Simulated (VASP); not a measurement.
Input of a VASP 6.6.1 run:

INCAR

```
ALGO = Normal
EDIFF = 1E-6
ENCUT = 520
GGA = PE
ISIF = 2
ISMEAR = 0
IVDW = 12
LASPH = T
LCHARG = F
LREAL = F
LWAVE = F
NBANDS = 11
NELM = 60
PREC = Accurate
SIGMA = 0.15
```

File KPOINTS:

```
k-points
0
Gamma
  24 24 14
```

POSCAR

```
Si
1.0
    2.8677346051      0.0000000000      0.0000000000
   -1.4338673025      2.4835310193      0.0000000000
    0.0000000000      0.0000000000      4.5089914857
Si
2
Direct
    0.3333333333      0.6666666667      0.2500000000
    0.6666666667      0.3333333333      0.7500000000
```

Potentials or basis: VASP PAW PBE potentials, release 64 (Si).

Command:

```console
$ cat potpaw_PBE.64/Si/POTCAR > POTCAR
$ mpirun -np 1 vasp_std > vasp.out
```

**Question.** What does it give for the dispersion energy per atom?

**Answer.** -0.385 eV.

**Question.** Estimate the band gap on the k mesh.

**Answer.** Zero (bands 4 and 5 overlap by 10.56 eV).

**Question.** Predict the pressure.

**Answer.** -11.5 GPa.

Stress tensor (GPa, compression positive):
```
-12.24   0.00   0.00
  0.00 -12.24   0.00
  0.00   0.00  -9.89
```

Caveat: the cell differs from its parent crystal (strain +0.0875 x Voigt [1, 1, 0, 0, 0, 0]); the cell stands under tension.
